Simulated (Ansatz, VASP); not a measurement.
SiC: VASP beside Ansatz

File INCAR:

```
PREC     = Accurate       # precision mode
ENCUT    = 520            # plane-wave cutoff, eV
EDIFF    = 1E-8           # SCF threshold, eV
ISMEAR   = -1             # smearing method
SIGMA    = 0.08           # smearing width, eV
LREAL    = False          # projectors in reciprocal space
LASPH    = True           # aspherical terms in the spheres
NELM     = 80             # most SCF steps
ALGO     = Normal         # electronic algorithm
ISIF     = 2              # what is computed and relaxed
LWAVE    = False          # write WAVECAR
LCHARG   = False          # write CHGCAR
GGA      = PE             # functional
LEFG     = True         
NBANDS   = 16             # bands
```

KPOINTS

```
regular mesh
0
Gamma
  15 15 8
```

POSCAR

```
SiC
1.0
    3.0759982064      0.0000000000      0.0000000000
   -1.5379991032      2.6638925888      0.0000000000
    0.0000000000      0.0000000000      5.1489600000
Si C
2 2
Direct
    0.3333333333      0.6666666667      0.0000000000
    0.6666666667      0.3333333333      0.5000000000
    0.3333333333      0.6666666667      0.3850000000
    0.6666666667      0.3333333333      0.8850000000
```

Input for Ansatz:

```yaml
crystal:
  lattice:
    - [3.0759982064, 0.0, 0.0]
    - [-1.5379991032, 2.6638925888, 0.0]
    - [0.0, 0.0, 5.14896]
  atoms:
    - { symbol: Si, position: [0.3333333333, 0.6666666667, 0.0] }
    - { symbol: Si, position: [0.6666666667, 0.3333333333, 0.5] }
    - { symbol: C, position: [0.3333333333, 0.6666666667, 0.385] }
    - { symbol: C, position: [0.6666666667, 0.3333333333, 0.885] }
kpoints:
  mp_grid: { grid: [15, 15, 8] }
scf:
  occupations: { method: fermi_dirac, width: 0.08 }
hamiltonian:
  xc: pbe
  pseudopotentials: { kind: paw }
output:
  forces: true
  stress: true
  eigenvalues: true
  efg: { contact_densities: true }
```

Change from the starting cell: zz strain of +2 %, PAW files.

Alike in both runs: task electric field gradients; functional PBE; k mesh 15 × 15 × 8; occupations fermi-dirac, width 0.08 eV; no spin polarisation.

|  | VASP | Ansatz |
| --- | --- | --- |
| version | VASP 6.6.1 | Ansatz 0.2.0 |
| potentials or method | VASP PAW PBE potentials, release 64 (Si, C) | PAW with Ansatz's default frozen-core files, scalar-relativistic |
| plane-wave cutoff (eV) | 520 | 420 |
| valence electrons in the cell | 16 | 16 |

VASP gave:

```
pressure (GPa)                                                : -0.1
traceless stress, the component that is largest in VASP (GPa) : -9.09
rms of the force components (eV/Å)                            : 0.480
size of Vzz on the site where it differs most (V/Å²)          : 23.3
```

**Question.** What did Ansatz give for the same quantities?

**Answer.** Pressure (GPa): -0.1; traceless stress, the component that is largest in VASP (GPa): -9.07; rms of the force components (eV/Å): 0.480; size of Vzz on the site where it differs most (V/Å²): 22.5.

Atom by atom the forces differ by 0.000 eV/Å (rms over components).
